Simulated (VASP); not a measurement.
# Mn3Cu (Fm-3m) in VASP: notebook

The runs below take Mn3Cu through single point, with PBEsol.

All numbers are computed with VASP 6.6.1; they aren't measurements. Logs are shortened: lines on timing, memory, paths and dates and some standing lists are left out, and cuts for length are marked.

## (1) The cell of the first run

The structure is cubic, space group Fm-3m (No. 225). Conventional cell: a = 5.678 Å, b = 5.678 Å, c = 5.678 Å, α = 90.00°, β = 90.00°, γ = 90.00°. Mn (site symmetry -43m) has 10 Mn at 2.46 to 2.84 Å and 4 Cu at 2.46 Å within 3.2 Å. Within 3.2 Å of Mn (site symmetry m-3m) lie 8 Mn at 2.46 Å and 6 Cu at 2.84 Å. Within 3.2 Å of Cu (site symmetry m-3m) lie 14 Mn at 2.46 to 2.84 Å.

## (2) Single point, PBEsol, collinear spin, zero start

The input, INCAR:

```
ALGO = Normal ; EDIFF = 1E-6
ENCUT = 520 ; GGA = PS
ISIF = 2 ; ISMEAR = 0
ISPIN = 2 ; LASPH = True
LCHARG = False ; LMAXMIX = 4
LORBIT = 11 ; LREAL = False
LWAVE = False ; MAGMOM = 0 0 0 0
NBANDS = 37 ; NELM = 150
NUPDOWN = 0.0 ; PREC = Accurate
SIGMA = 0.1
```

The input, KPOINTS:

```
k-points
0
Gamma
  12 12 12
```

The input, POSCAR:

```
Mn3Cu
1.0
    0.0000000000      2.8388306464      2.8388306464
    2.8388306464      0.0000000000      2.8388306464
    2.8388306464      2.8388306464      0.0000000000
Mn Cu
3 1
Direct
    0.2500000000      0.2500000000      0.2500000000
    0.7500000000      0.7500000000      0.7500000000
    0.5000000000      0.5000000000      0.5000000000
    0.0000000000      0.0000000000      0.0000000000
```

Potentials or basis: VASP PAW PBE potentials, release 64 (Mn_pv, Cu).

Launch:

```
$ cat potpaw_PBE.64/Mn_pv/POTCAR potpaw_PBE.64/Cu/POTCAR > POTCAR
$ mpirun -np 1 vasp_std > vasp.out
```

OUTCAR:

```text
EDIFF = 1E-6
   ENCUT = 520
   GGA = PS
   ISIF = 2
   ISMEAR = 0
   ISPIN = 2
   LASPH = True
   LORBIT = 11
   LREAL = False
   NELM = 150
   NUPDOWN = 0.0
   PREC = Accurate

 ion  position               nearest neighbor table
   1  0.250  0.250  0.250-   4 2.46   4 2.46   4 2.46   3 2.46   4 2.46   3 2.46   3 2.46   3 2.46
                             2 2.84   2 2.84   2 2.84   2 2.84   2 2.84   2 2.84
   2  0.750  0.750  0.750-   3 2.46   3 2.46   3 2.46   3 2.46   4 2.46   4 2.46   4 2.46   4 2.46
                             1 2.84   1 2.84   1 2.84   1 2.84   1 2.84   1 2.84
   3  0.500  0.500  0.500-   1 2.46   1 2.46   1 2.46   1 2.46   2 2.46   2 2.46   2 2.46   2 2.46
                             4 2.84   4 2.84   4 2.84   4 2.84   4 2.84   4 2.84
   4  0.000  0.000  0.000-   2 2.46   2 2.46   2 2.46   1 2.46   2 2.46   1 2.46   1 2.46   1 2.46
                             3 2.84   3 2.84   3 2.84   3 2.84   3 2.84   3 2.84

  LATTYP: Found a face centered cubic cell.
 ALAT       =     5.6776612928

  Lattice vectors:

 A1 = (   0.0000000000,   2.8388306464,   2.8388306464)
 A2 = (   2.8388306464,   0.0000000000,   2.8388306464)
 A3 = (   2.8388306464,   2.8388306464,   0.0000000000)

Analysis of symmetry for initial positions (statically):
=====================================================================
 Subroutine PRICEL returns:
 Original cell was already a primitive cell.

 Routine SETGRP: Setting up the symmetry group for a
 face centered cubic supercell.

 Subroutine GETGRP returns: Found 48 space group operations
 (whereof 48 operations were pure point group operations)
 out of a pool of 48 trial point group operations.

The static configuration has the point symmetry O_h .

Analysis of symmetry for dynamics (positions and initial velocities):
=====================================================================
 Subroutine PRICEL returns:
 Original cell was already a primitive cell.

 Routine SETGRP: Setting up the symmetry group for a
 face centered cubic supercell.

 Subroutine GETGRP returns: Found 48 space group operations
 (whereof 48 operations were pure point group operations)
 out of a pool of 48 trial point group operations.

The dynamic configuration has the point symmetry O_h .

Analysis of structural, dynamic, and magnetic symmetry:
=====================================================================
 Subroutine PRICEL returns:
 Original cell was already a primitive cell.

 Routine SETGRP: Setting up the symmetry group for a
 face centered cubic supercell.

 Subroutine GETGRP returns: Found 48 space group operations
 (whereof 48 operations were pure point group operations)
 out of a pool of 48 trial point group operations.

The overall configuration has the point symmetry O_h .

 Subroutine INISYM returns: Found 48 space group operations
 (whereof 48 operations are pure point group operations),
 and found     1 'primitive' translations

----------------------------------------------------------------------------------------

                                     Primitive cell

  volume of cell :      45.7560

  direct lattice vectors                    reciprocal lattice vectors
     0.000000000  2.838830646  2.838830646    -0.176128858  0.176128858  0.176128858
     2.838830646  0.000000000  2.838830646     0.176128858 -0.176128858  0.176128858
     2.838830646  2.838830646  0.000000000     0.176128858  0.176128858 -0.176128858

  length of vectors
     4.014712801  4.014712801  4.014712801     0.305064131  0.305064131  0.305064131

  position of ions in fractional coordinates (direct lattice)
     0.250000000  0.250000000  0.250000000
     0.750000000  0.750000000  0.750000000
     0.500000000  0.500000000  0.500000000
     0.000000000  0.000000000  0.000000000

  ion indices of the primitive-cell ions
   primitive index   ion index
                 1           1
                 2           2
                 3           3
                 4           4

----------------------------------------------------------------------------------------

 KPOINTS: k-points

Automatic generation of k-mesh.
 Grid dimensions read from file:
 generate k-points for:   12   12   12

 Generating k-lattice:

  Cartesian coordinates                     Fractional coordinates (reciprocal lattice)
    -0.014677405  0.014677405  0.014677405     0.083333333  0.000000000  0.000000000
     0.014677405 -0.014677405  0.014677405     0.000000000  0.083333333  0.000000000
     0.014677405  0.014677405 -0.014677405     0.000000000  0.000000000  0.083333333

  Length of vectors
     0.025422011  0.025422011  0.025422011

  Shift w.r.t. Gamma in fractional coordinates (k-lattice)
     0.000000000  0.000000000  0.000000000

 Subroutine IBZKPT returns following result:
 ===========================================

 Found     72 irreducible k-points:

 Following reciprocal coordinates:
            Coordinates               Weight
  0.000000  0.000000  0.000000      1.000000
  0.083333  0.000000  0.000000      8.000000
  0.166667  0.000000  0.000000      8.000000
  0.250000  0.000000  0.000000      8.000000
  0.333333  0.000000  0.000000      8.000000
  0.416667  0.000000  0.000000      8.000000
[... 16 lines left out ...]
  0.500000  0.166667  0.000000     24.000000
 -0.416667  0.166667  0.000000     24.000000
 [... further k-points ...]
   k-points           NKPTS =     72   k-points in BZ     NKDIM =     72   number of bands    NBANDS=     37
   number of dos      NEDOS =    301   number of ions     NIONS =      4
   total plane-waves  NPLWV =  27000
   dimension x,y,z NGX =    30 NGY =   30 NGZ =   30
   dimension x,y,z NGXF=    60 NGYF=   60 NGZF=   60
   ions per type =               3   1
   NGX,Y,Z   is equivalent  to a cutoff of  12.42, 12.42, 12.42 a.u.
   NGXF,Y,Z  is equivalent  to a cutoff of  24.85, 24.85, 24.85 a.u.
 SYSTEM =  unknown system
   PREC   = accura    normal or accurate (medium, high low for compatibility)
   ISTART =      0    job   : 0-new  1-cont  2-samecut
   ICHARG =      2    charge: 1-file 2-atom 10-const
   ISPIN  =      2    spin polarized calculation?
   LNONCOLLINEAR =      F non collinear calculations
   LSORBIT =      F    spin-orbit coupling
   LASPH  =      T    aspherical Exc in radial PAW
   ENCUT  =  520.0 eV  38.22 Ry    6.18 a.u.   7.46  7.46  7.46*2*pi/ulx,y,z
   NELM   =    150;   NELMIN=  2; NELMDL= -5     # of ELM steps
   EDIFF  = 0.1E-05   stopping-criterion for ELM
   LREAL  =      F    real-space projection
   EDIFFG = 0.1E-04   stopping-criterion for IOM
   NSW    =      0    number of steps for IOM
   IBRION =     -1    ionic relax: 0-MD 1-quasi-New 2-CG
   NFREE  =      0    steps in history (QN), initial steepest desc. (CG)
   ISIF   =      2    stress and relaxation
   ISYM   =      2    0-nonsym 1-usesym 2-fastsym
   POTIM  = 0.5000    time-step for ionic-motion
   TEBEG  =    0.0;   TEEND  =   0.0 temperature during run
   PSTRESS=    0.0 pullay stress
   NELECT =      50.0000    total number of electrons
   NUPDOWN=       0.0000    fix difference up-down
   EMIN   =  10.00;   EMAX   =-10.00  energy-range for DOS
   EFERMI =   0.00;   METHOD = LEGACY
   ISMEAR =     0;   SIGMA  =   0.10  broadening in eV -4-tet -1-fermi 0-gaus
   EFERMI_NEDOS =   21; number of points for ismear=-14 and -15
   IALGO  =     38    algorithm
   IMIX   =      4    mixing-type and parameters
     AMIX     =   0.40;   BMIX     =  1.00
     AMIX_MAG =   1.60;   BMIX_MAG =  1.00
  volume/ion in A,a.u.               =      11.44        77.19
  Fermi-wavevector in a.u.,A,eV,Ry     =   1.686224  3.186502 38.686159  2.843352
  Thomas-Fermi vector in A             =   2.768927
   LORBIT       =     11    0 simple, 1 ext, 2 COOP (PROOUT), +10 PAW based schemes
   GGA     = PS    functional components
   LHFCALC =     F    Hartree Fock is set to
   AEXX    =    0.0000 exact exchange contribution
   IVDW    =     0    specifies the selected vdW correction
   LEPSILON=     F    determine dielectric tensor
   LRPA    =     F    only Hartree local field effects (RPA)
 spin polarized calculation
 Gauss-broadening in eV      SIGMA  =   0.10
  energy-cutoff  :      520.00
  volume of cell :       45.76
 maximum number of plane-waves:      1254
 NGX is ok and might be reduce to    30
   NGX = 15   NGY = 15   NGZ = 15

 number of electron      50.0000014 magnetization      -0.0000000

 number of electron      50.0000014 magnetization       0.0000000

 Free energy of the ion-electron system (eV)
  ---------------------------------------------------
  ext. energy  EPLUGINS =         0.00000000
  ---------------------------------------------------
  free energy    TOTEN  =       -32.00831918 eV

  energy without entropy =      -31.97729029  energy(sigma->0) =      -31.99280474

 E-fermi :   9.2420     XC(G=0): -13.6421

 val. band max:        9.2413246254   @ k =   0.4167   0.0833   0.0000
 cond. band min:       9.2493075671   @ k =   0.5000   0.1667   0.0833
 fundamental gap:      0.0079829417
 Fermi energy:         9.2419774454

 spin component 1

 k-point     1 :       0.0000    0.0000    0.0000
  band No.  band energies     occupation
      1     -39.0649      1.00000
      2     -39.0649      1.00000
      3     -39.0649      1.00000
      4     -38.6481      1.00000
      5     -38.6481      1.00000
      6     -38.6481      1.00000
[... 29 lines left out ...]
     36      17.8225      0.00000
     37      18.4470      0.00000

 k-point     2 :       0.0833    0.0000    0.0000
  band No.  band energies     occupation
      1     -39.0667      1.00000
      2     -39.0667      1.00000
      3     -39.0658      1.00000
      4     -38.6454      1.00000
      5     -38.6454      1.00000
      6     -38.6416      1.00000
[... 29 lines left out ...]
     36      18.3079      0.00000
     37      18.9955      0.00000
[... 838 lines left out ...]
     36      19.8673      0.00000
     37      21.5384      0.00000

 k-point    24 :      -0.4167    0.1667    0.0000
  band No.  band energies     occupation
      1     -39.0958      1.00000
      2     -39.0871      1.00000
      3     -39.0688      1.00000
      4     -38.6261      1.00000
      5     -38.5950      1.00000
      6     -38.5909      1.00000
[... 29 lines left out ...]
     36      19.8056      0.00000
     37      21.6669      0.00000

 [... further k-points ...]

 spin component 2

 k-point     1 :       0.0000    0.0000    0.0000
  band No.  band energies     occupation
      1     -39.0649      1.00000
      2     -39.0649      1.00000
      3     -39.0649      1.00000
      4     -38.6480      1.00000
      5     -38.6480      1.00000
      6     -38.6480      1.00000
[... 29 lines left out ...]
     36      17.8225      0.00000
     37      18.4470      0.00000

 k-point     2 :       0.0833    0.0000    0.0000
  band No.  band energies     occupation
      1     -39.0667      1.00000
      2     -39.0667      1.00000
      3     -39.0659      1.00000
      4     -38.6453      1.00000
      5     -38.6453      1.00000
      6     -38.6416      1.00000
[... 29 lines left out ...]
     36      18.3079      0.00000
     37      18.9955      0.00000
[... 838 lines left out ...]
     36      19.8673      0.00000
     37      21.5438      0.00000

 k-point    24 :      -0.4167    0.1667    0.0000
  band No.  band energies     occupation
      1     -39.0958      1.00000
      2     -39.0872      1.00000
      3     -39.0688      1.00000
      4     -38.6261      1.00000
      5     -38.5950      1.00000
      6     -38.5909      1.00000
[... 29 lines left out ...]
     36      19.8056      0.00000
     37      21.6669      0.00000

 [... further k-points ...]
[... 5 lines left out ...]
  --------------------------------------------------------------------------------------
  -------------------------------------------------------------------------------------
  Total       -4.5013427     -4.5013427     -4.5013427     -0.0000000     -0.0000000      0.0000000
  in kB     -157.6174184   -157.6174184   -157.6174184     -0.0000000     -0.0000000      0.0000000
  external PRESSURE =    -157.6174184 kB  Pullay stress =       0.0000000 kB

 VOLUME and BASIS-vectors are now :
 -----------------------------------------------------------------------------
  energy-cutoff  :      520.00
  volume of cell :       45.76
      direct lattice vectors                 reciprocal lattice vectors
     0.000000000  2.838830646  2.838830646    -0.176128858  0.176128858  0.176128858
     2.838830646  0.000000000  2.838830646     0.176128858 -0.176128858  0.176128858
     2.838830646  2.838830646  0.000000000     0.176128858  0.176128858 -0.176128858

 POSITION                                       TOTAL-FORCE (eV/Angst)
 -----------------------------------------------------------------------------------
      1.41942      1.41942      1.41942         0.000000      0.000000      0.000000
      4.25825      4.25825      4.25825        -0.000000     -0.000000     -0.000000
      2.83883      2.83883      2.83883         0.000000     -0.000000      0.000000
      0.00000      0.00000      0.00000         0.000000     -0.000000      0.000000
 -----------------------------------------------------------------------------------
    total drift:                                0.000000     -0.000000      0.000000

  FREE ENERGIE OF THE ION-ELECTRON SYSTEM (eV)
  ---------------------------------------------------
  free  energy   TOTEN  =       -32.0083191824 eV

  energy  without entropy=      -31.9772902933  energy(sigma->0) =      -31.99280474

 total charge

# of ion       s       p       d       tot
------------------------------------------
    1        0.368   6.336   5.106  11.809
    2        0.368   6.336   5.106  11.809
    3        0.409   6.366   5.057  11.832
    4        0.517   0.531   9.118  10.166
--------------------------------------------------
tot          1.661  19.569  24.386  45.616

 magnetization (x)

# of ion       s       p       d       tot
------------------------------------------
    1        0.000   0.000   0.000   0.000
    2        0.000   0.000   0.000   0.000
    3       -0.000  -0.000  -0.000  -0.000
    4        0.000   0.000   0.000   0.000
--------------------------------------------------
tot          0.000   0.000  -0.000  -0.000
```

Run time: 2.1 min. Hardware: 1 thread of Intel Xeon Platinum 8559C (Emerald Rapids), shared host; peak memory 0.3 GiB.

What came out:

| Quantity | Value |
| --- | --- |
| Free energy | -32.0083 eV |
| Pressure | -15.8 GPa |
| Net moment | 0.00 μB per cell |
| Valence electrons inside the program's atomic spheres | Mn 11.81, 11.83; Cu 10.17 |

Caveat: the PAW data sets were made with another functional, which shifts forces and pressure a little; the total moment is fixed, so each spin has its own Fermi level.

(Part 1 of 2 ends here.)
